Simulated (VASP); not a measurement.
Set up this calculation in VASP 6.6.1, as the native input.

```
Task                   : single point
Functional             : PBEsol
Potentials or basis    : VASP PAW PBE potentials, release 64 (Li_sv)
Cutoff                 : 520 eV
k mesh                 : 18 × 18 × 18
Occupations            : gaussian, width 0.15 eV
Spin                   : no spin polarisation
Dipole correction      : no
Further INCAR settings : ALGO = Normal; EDIFF = 1e-06; NBANDS = 8
```

The structure of Li lies in POSCAR:

```
Li
1.0
    0.0412875000      2.2020000000      2.2020000000
    2.2432875000      0.0000000000      2.2432875000
    2.2020000000      2.2020000000      0.0412875000
Li
1
Direct
    0.0000000000      0.0000000000      0.0000000000
```

This cell differs from its parent crystal: strain +0.0375 x Voigt [0, 0, 0, 0, 1, 0].

The input as run:

INCAR

```
SYSTEM = Li
PREC = Accurate
ENCUT = 520
EDIFF = 1E-6
ISMEAR = 0
SIGMA = 0.15
LREAL = .FALSE.
LASPH = .TRUE.
NELM = 100
ALGO = Normal
ISIF = 2
LWAVE = .FALSE.
LCHARG = .FALSE.
GGA = PS
NBANDS = 8
```

KPOINTS

```
Automatic mesh
0
G
  18 18 18
  0 0 0
```

Potentials or basis: VASP PAW PBE potentials, release 64 (Li_sv).

The run is started by

```sh
$ cat potpaw_PBE.64/Li_sv/POTCAR > POTCAR
$ mpirun -np 1 vasp_std > vasp.out
```

Run time: 2.5 min on 1 thread of Oxide Virtual Turin-like Processor, with other jobs on the host, peak memory 0.18 GiB.
